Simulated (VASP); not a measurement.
# P in VASP: further runs

Runs on P. Level: PBEsol+D3(BJ). Tasks: relaxation of cell and atoms.

Program: VASP 6.6.1. These are calculated values, not measurements. Logs are shortened: lines on timing, memory, paths and dates and some standing lists are left out, and cuts for length are marked.

### Step 1. The cell of the first run

The structure is cubic, space group Pm-3m (No. 221). The conventional cell has a = 2.363 Å, b = 2.363 Å, c = 2.363 Å, α = 90.00°, β = 90.00°, γ = 90.00°. Within 3.1 Å of P (site symmetry m-3m) lie 6 P at 2.36 Å.

This isn't the form of P at room conditions, which is orthorhombic.

### Step 2. Relaxation of cell and atoms, PBEsol+D3(BJ), target pressure 5 GPa, at which the enthalpy is minimised

Input file INCAR:

```
SYSTEM = P
PREC = Accurate
ENCUT = 600
EDIFF = 1E-7
ISMEAR = 0
SIGMA = 0.1
LREAL = .False.
LASPH = .True.
NELM = 80
ALGO = Normal
ISIF = 3
LWAVE = .False.
LCHARG = .False.
GGA = PS
IVDW = 12
IBRION = 2
NSW = 70
EDIFFG = -0.008
PSTRESS = 50.0
```

Input file KPOINTS:

```
Automatic mesh
0
Gamma
  18 18 18
  0 0 0
```

Input file POSCAR:

```
P
1.0
    2.3627135574      0.0000000000      0.0000000000
    0.0000000000      2.3627135574      0.0000000000
    0.0000000000      0.0000000000      2.3627481135
P
1
Direct
    0.0000000000      0.0000000000      0.0000000000
```

Potentials or basis: VASP PAW PBE potentials, release 64 (P).

On the command line:

```console
> cat potpaw_PBE.64/P/POTCAR > POTCAR
> mpirun -np 1 vasp_std > vasp.out
```

OUTCAR:

```text
SYSTEM = P
   PREC = Accurate
   ENCUT = 600
   EDIFF = 1E-7
   ISMEAR = 0
   LREAL = .False.
   LASPH = .True.
   NELM = 80
   ISIF = 3
   GGA = PS
   IVDW = 12
   IBRION = 2
   NSW = 70
   EDIFFG = -0.008
   PSTRESS = 50.0
 IVDW          = 12

 ion  position               nearest neighbor table
   1  0.000  0.000  0.000-

  LATTYP: Found a simple tetragonal cell.
 ALAT       =     2.3627135574
 C/A-ratio  =     1.0000146256

  Lattice vectors:

 A1 = (   2.3627135574,   0.0000000000,   0.0000000000)
 A2 = (   0.0000000000,   2.3627135574,   0.0000000000)
 A3 = (   0.0000000000,   0.0000000000,   2.3627481135)

Analysis of symmetry for initial positions (statically):
=====================================================================
 Subroutine PRICEL returns:
 Original cell was already a primitive cell.

 Routine SETGRP: Setting up the symmetry group for a
 simple tetragonal supercell.

 Subroutine GETGRP returns: Found 16 space group operations
 (whereof 16 operations were pure point group operations)
 out of a pool of 16 trial point group operations.

The static configuration has the point symmetry D_4h.

Analysis of symmetry for dynamics (positions and initial velocities):
=====================================================================
 Subroutine PRICEL returns:
 Original cell was already a primitive cell.

 Routine SETGRP: Setting up the symmetry group for a
 simple tetragonal supercell.

 Subroutine GETGRP returns: Found 16 space group operations
 (whereof 16 operations were pure point group operations)
 out of a pool of 16 trial point group operations.

The dynamic configuration has the point symmetry D_4h.

 Subroutine INISYM returns: Found 16 space group operations
 (whereof 16 operations are pure point group operations),
 and found     1 'primitive' translations

----------------------------------------------------------------------------------------

                                     Primitive cell

  volume of cell :      13.1898

  direct lattice vectors                    reciprocal lattice vectors
     2.362713557  0.000000000  0.000000000     0.423242164  0.000000000  0.000000000
     0.000000000  2.362713557  0.000000000     0.000000000  0.423242164  0.000000000
     0.000000000  0.000000000  2.362748113     0.000000000  0.000000000  0.423235974

  length of vectors
     2.362713557  2.362713557  2.362748113     0.423242164  0.423242164  0.423235974

  position of ions in fractional coordinates (direct lattice)
     0.000000000  0.000000000  0.000000000

  ion indices of the primitive-cell ions
   primitive index   ion index
                 1           1

----------------------------------------------------------------------------------------

 KPOINTS: Automatic mesh

Automatic generation of k-mesh.
 Grid dimensions read from file:
 generate k-points for:   18   18   18

 Generating k-lattice:

  Cartesian coordinates                     Fractional coordinates (reciprocal lattice)
     0.023513454  0.000000000  0.000000000     0.055555556  0.000000000  0.000000000
     0.000000000  0.023513454  0.000000000     0.000000000  0.055555556  0.000000000
     0.000000000  0.000000000  0.023513110     0.000000000  0.000000000  0.055555556

  Length of vectors
     0.023513454  0.023513454  0.023513110

  Shift w.r.t. Gamma in fractional coordinates (k-lattice)
     0.000000000  0.000000000  0.000000000

 Subroutine IBZKPT returns following result:
 ===========================================

 Found    550 irreducible k-points:

 Following reciprocal coordinates:
            Coordinates               Weight
  0.000000  0.000000  0.000000      1.000000
  0.055556  0.000000  0.000000      4.000000
  0.111111  0.000000  0.000000      4.000000
  0.166667  0.000000  0.000000      4.000000
  0.222222  0.000000  0.000000      4.000000
  0.277778  0.000000  0.000000      4.000000
[... 16 lines left out ...]
  0.277778  0.111111  0.000000      8.000000
  0.333333  0.111111  0.000000      8.000000
 [... further k-points ...]
   k-points           NKPTS =    550   k-points in BZ     NKDIM =    550   number of bands    NBANDS=      6
   number of dos      NEDOS =    301   number of ions     NIONS =      1
   total plane-waves  NPLWV =   8000
   dimension x,y,z NGX =    20 NGY =   20 NGZ =   20
   dimension x,y,z NGXF=    40 NGYF=   40 NGZF=   40
   ions per type =               1
   NGX,Y,Z   is equivalent  to a cutoff of  14.07, 14.07, 14.07 a.u.
   NGXF,Y,Z  is equivalent  to a cutoff of  28.14, 28.14, 28.14 a.u.
 SYSTEM =  P
   PREC   = accura    normal or accurate (medium, high low for compatibility)
   ISTART =      0    job   : 0-new  1-cont  2-samecut
   ICHARG =      2    charge: 1-file 2-atom 10-const
   ISPIN  =      1    spin polarized calculation?
   LNONCOLLINEAR =      F non collinear calculations
   LSORBIT =      F    spin-orbit coupling
   LASPH  =      T    aspherical Exc in radial PAW
   ENCUT  =  600.0 eV  44.10 Ry    6.64 a.u.   4.72  4.72  4.72*2*pi/ulx,y,z
   NELM   =     80;   NELMIN=  2; NELMDL= -5     # of ELM steps
   EDIFF  = 0.1E-06   stopping-criterion for ELM
   LREAL  =      F    real-space projection
   EDIFFG = -.8E-02   stopping-criterion for IOM
   NSW    =     70    number of steps for IOM
   IBRION =      2    ionic relax: 0-MD 1-quasi-New 2-CG
   NFREE  =      1    steps in history (QN), initial steepest desc. (CG)
   ISIF   =      3    stress and relaxation
   ISYM   =      2    0-nonsym 1-usesym 2-fastsym
   POTIM  = 0.5000    time-step for ionic-motion
   TEBEG  =    0.0;   TEEND  =   0.0 temperature during run
   PSTRESS=   50.0 pullay stress
   NELECT =       5.0000    total number of electrons
   NUPDOWN=      -1.0000    fix difference up-down
   EMIN   =  10.00;   EMAX   =-10.00  energy-range for DOS
   EFERMI =   0.00;   METHOD = LEGACY
   ISMEAR =     0;   SIGMA  =   0.10  broadening in eV -4-tet -1-fermi 0-gaus
   EFERMI_NEDOS =   21; number of points for ismear=-14 and -15
   IALGO  =     38    algorithm
   IMIX   =      4    mixing-type and parameters
     AMIX     =   0.40;   BMIX     =  1.00
     AMIX_MAG =   1.60;   BMIX_MAG =  1.00
  volume/ion in A,a.u.               =      13.19        89.01
  Fermi-wavevector in a.u.,A,eV,Ry     =   1.184818  2.238981 19.099773  1.403794
  Thomas-Fermi vector in A             =   2.321024
   LORBIT       =      0    0 simple, 1 ext, 2 COOP (PROOUT), +10 PAW based schemes
   GGA     = PS    functional components
   LHFCALC =     F    Hartree Fock is set to
   AEXX    =    0.0000 exact exchange contribution
   IVDW    =    12    specifies the selected vdW correction
   LEPSILON=     F    determine dielectric tensor
   LRPA    =     F    only Hartree local field effects (RPA)
 conjugate gradient relaxation of ions
 non-spin polarized calculation
 Gauss-broadening in eV      SIGMA  =   0.10
  energy-cutoff  :      600.00
  volume of cell :       13.19
 maximum number of plane-waves:       466
 NGX is ok and might be reduce to    20
   NGX =  9   NGY =  9   NGZ =  9

--------------------------------------- Ionic step        1  -------------------------------------------

 number of electron       4.9999999 magnetization

 Free energy of the ion-electron system (eV)
  ---------------------------------------------------
  ext. energy  EPLUGINS =         0.00000000
  ---------------------------------------------------
  free energy    TOTEN  =        -5.73401480 eV

  energy without entropy =       -5.73248024  energy(sigma->0) =       -5.73324752

------------------------ aborting loop because EDIFF is reached ----------------------------------------

 Edisp (eV)   -0.43030

 E8    (eV) :    -0.2554

  FORCE on cell =-STRESS in cart. coord.  units (eV):
  Direction    XX          YY          ZZ          XY          YZ          ZX
  --------------------------------------------------------------------------------------
  -------------------------------------------------------------------------------------
  Total       0.44410     0.44410     0.44375     0.00000    -0.00000    -0.00000
  in kB      53.94505    53.94505    53.90211     0.00000    -0.00000    -0.00000
  external pressure =        3.93 kB  Pullay stress =       50.00 kB
[... 63 lines left out ...]
  enthalpy is  TOTEN    =        -5.7526934025 eV   P V=        0.4135531693

--------------------------------------- Ionic step        3  -------------------------------------------

 number of electron       4.9999999 magnetization

 Free energy of the ion-electron system (eV)
  ---------------------------------------------------
  ext. energy  EPLUGINS =         0.00000000
  ---------------------------------------------------
  free energy    TOTEN  =        -5.73605242 eV

  energy without entropy =       -5.73450921  energy(sigma->0) =       -5.73528082

 E-fermi :  10.9405     XC(G=0): -11.7993

 val. band max:       10.9099061489   @ k =   0.4444   0.2778   0.1667
 cond. band min:      10.9459998991   @ k =   0.5000   0.1111   0.2778
 fundamental gap:      0.0360937501
 Fermi energy:        10.9405255505

 k-point     1 :       0.0000    0.0000    0.0000
  band No.  band energies     occupation
      1      -6.5161      2.00000
      2      16.5735      0.00000
      3      16.5738      0.00000
      4      16.5738      0.00000
      5      17.7216      0.00000
      6      17.7217      0.00000

 k-point     2 :       0.0556    0.0000    0.0000
  band No.  band energies     occupation
      1      -6.4399      2.00000
      2      14.8817      0.00000
      3      16.6347      0.00000
      4      16.6350      0.00000
      5      17.7827      0.00000
      6      19.3219      0.00000
[... 190 lines left out ...]
 k-point    24 :       0.3333    0.1111    0.0000
  band No.  band energies     occupation
      1      -3.5497      2.00000
      2       5.1790      2.00000
      3      15.0660      0.00000
      4      18.8357      0.00000
      5      21.9698      0.00000
      6      24.8850      0.00000

 [... further k-points ...]

------------------------ aborting loop because EDIFF is reached ----------------------------------------

 Edisp (eV)   -0.42926

 E8    (eV) :    -0.2548

  FORCE on cell =-STRESS in cart. coord.  units (eV):
  Direction    XX          YY          ZZ          XY          YZ          ZX
  --------------------------------------------------------------------------------------
  -------------------------------------------------------------------------------------
  Total       0.41306     0.41306     0.41290     0.00000    -0.00000    -0.00000
  in kB      50.05717    50.05717    50.03811     0.00000    -0.00000    -0.00000
  external pressure =        0.05 kB  Pullay stress =       50.00 kB
[... 16 lines left out ...]
  FREE ENERGIE OF THE ION-ELECTRON SYSTEM (eV)
  ---------------------------------------------------
  free  energy   TOTEN  =        -6.1653160525 eV

  energy  without entropy=       -6.1637728384  energy(sigma->0) =       -6.16454445

  enthalpy is  TOTEN    =        -5.7527295372 eV   P V=        0.4125865153

 reached required accuracy - stopping structural energy minimisation
```

Wall time 74 s (1 thread of Intel Xeon Platinum 8175M at 2.50GHz (Skylake/Cascade Lake), shared host); peak memory 0.17 GiB.

What came out:

* Free energy: -6.1653 eV
* Relaxed volume: 13.22 Å³/atom
* Relaxed cell: a = 2.365 Å, b = 2.365 Å, c = 2.365 Å, α = 90.00°, β = 90.00°, γ = 90.00°
* Space group after relaxing (to 0.1 Å): Pm-3m (No. 221)
* Energy change on relaxing (the run minimises the enthalpy): -1.0 meV/atom
* Ionic steps: 3
* Pressure after relaxing: 5.0 GPa
* Band gap on the k mesh: zero (an odd number of electrons rules out a gap without spin polarisation)
* Dispersion energy per atom: -0.429 eV

Step by step:
| step | energy change (eV) | largest force (eV/Å) | pressure (GPa) | volume (Å³) |
| --- | --- | --- | --- | --- |
| 1 | 0.0000 | 0.0000 | 5.39 | 13.19 |
| 2 | -0.0019 | 0.0000 | 4.62 | 13.25 |
| 3 | -0.0010 | 0.0000 | 5.01 | 13.22 |

Final structure:
```xyz
1
Lattice="2.3646 0.0000 0.0000 0.0000 2.3646 0.0000 0.0000 0.0000 2.3646" Properties=species:S:1:pos:R:3 pbc="T T T"
P     0.0000    0.0000    0.0000
```

Caveat: the cell is relaxed towards a set pressure, so the run minimises the enthalpy, not the energy; the PAW data sets were made with another functional, which shifts forces and pressure a little.

### Step 3. Relaxation of cell and atoms, PBEsol+D3(BJ), target pressure 2 GPa, at which the enthalpy is minimised

This run uses another cell than the first one, of 13.40 Å³/atom.

Input file INCAR:

```
SYSTEM = P
  PREC = Accurate
  ENCUT = 600
  EDIFF = 1E-6
  ISMEAR = 0
  SIGMA = 0.1
  LREAL = .False.
  LASPH = .True.
  NELM = 80
  ALGO = Normal
  ISIF = 3
  LWAVE = .False.
  LCHARG = .False.
  GGA = PS
  IVDW = 12
  IBRION = 2
  NSW = 70
  EDIFFG = -0.008
  PSTRESS = 20.0
```

KPOINTS is that of step 2.

Input file POSCAR:

```
P
1.0
    2.3752182852      0.0000000000      0.0000000000
    0.0000000000      2.3752182852      0.0000000000
    0.0000000000      0.0000000000      2.3753848044
P
1
Direct
    0.0000000000      0.0000000000      0.0000000000
```

Potentials or basis: VASP PAW PBE potentials, release 64 (P).

On the command line:

```console
> cat potpaw_PBE.64/P/POTCAR > POTCAR
> mpirun -np 1 vasp_std > vasp.out
```

Wall time 69 s (1 thread of Intel Xeon Platinum 8175M at 2.50GHz (Skylake/Cascade Lake), shared host); peak memory 0.17 GiB.

Results (log left out):

* Free energy: -6.1709 eV
* Relaxed volume: 13.48 Å³/atom
* Relaxed cell: a = 2.380 Å, b = 2.380 Å, c = 2.380 Å, α = 90.00°, β = 90.00°, γ = 90.00°
* Space group after relaxing (to 0.1 Å): Pm-3m (No. 221)
* Energy change on relaxing (the run minimises the enthalpy): -1.1 meV/atom
* Ionic steps: 3
* Pressure after relaxing: 2.0 GPa
* Band gap on the k mesh: zero (an odd number of electrons rules out a gap without spin polarisation)
* Dispersion energy per atom: -0.421 eV

Step by step:
| step | energy change (eV) | largest force (eV/Å) | pressure (GPa) | volume (Å³) |
| --- | --- | --- | --- | --- |
| 1 | 0.0000 | 0.0000 | 2.85 | 13.40 |
| 2 | -0.0018 | 0.0000 | 1.33 | 13.54 |
| 3 | -0.0011 | 0.0000 | 2.00 | 13.48 |

Final structure:
```cif
data_structure
_symmetry_space_group_name_H-M 'P 1'
_symmetry_Int_Tables_number 1
_cell_length_a 2.3797
_cell_length_b 2.3797
_cell_length_c 2.3797
_cell_angle_alpha 90.000
_cell_angle_beta 90.000
_cell_angle_gamma 90.000
_cell_volume 13.48
loop_
_atom_site_label
_atom_site_type_symbol
_atom_site_fract_x
_atom_site_fract_y
_atom_site_fract_z
_atom_site_occupancy
P1 P 0.00000 0.00000 0.00000 1
```

Levels at points of the mesh, in eV from the Fermi level:
| k point | band 1 | band 2 | band 3 | band 4 | band 5 | band 6 |
| --- | --- | --- | --- | --- | --- | --- |
| (0.00, 0.00, 0.00) | -17.25 | 5.52 | 5.52 | 5.52 | 6.81 | 6.81 |
| (0.50, 0.00, 0.00) | -12.49 | -9.32 | 8.69 | 8.69 | 9.58 | 14.78 |
| (0.50, 0.50, 0.00) | -7.29 | -5.59 | -5.59 | 0.47 | 11.65 | 17.53 |
| (0.00, 0.00, 0.50) | -12.49 | -9.32 | 8.69 | 8.69 | 9.58 | 14.78 |
| (0.50, 0.00, 0.50) | -7.29 | -5.59 | -5.59 | 0.47 | 11.65 | 17.54 |
| (0.50, 0.50, 0.50) | -2.17 | -2.17 | -2.17 | -0.62 | 4.45 | 4.45 |

Caveat: the cell is relaxed towards a set pressure, so the run minimises the enthalpy, not the energy; the PAW data sets were made with another functional, which shifts forces and pressure a little.

[end of part 1 of 2]

The gap in the log of VASP goes by the Fermi energy; the results here count the filled bands.